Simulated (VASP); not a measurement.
KF:

```
K F
1.0
     0.00000    2.93540    3.00673
     2.93540    0.00000    3.00673
     2.93540    2.93540    0.00000
K F
1 1
Direct
  0.00000 0.00000 0.00000
  0.25000 0.25000 0.25000
```

This cell differs from its parent crystal: uniaxial z strain +2.4%.

Base run:

```yaml
Program: VASP 6.6.1
Functional: PBE
Potentials_or_basis: VASP PAW PBE potentials, release 64 (K_sv, F)
Cutoff: 520 eV
k_mesh: 8 × 8 × 8
Occupations: fermi-dirac, width 0.02 eV
Spin: no spin polarisation
```

Its results: band gap on the k mesh 5.09 eV (least direct gap 5.28 eV); pressure 0.4 GPa.

Task: The run is repeated on the same cell with these changes: functional from PBE to r2SCAN; occupations from fermi-dirac, width 0.02 eV to gaussian, width 0.01 eV. What comes out?

Result: Band gap on the k mesh 5.68 eV (least direct gap 5.87 eV); pressure -0.5 GPa.

Caveats: the PAW data sets were made with another functional, which shifts forces and pressure a little (at least some runs).

A k mesh can miss the band edges.
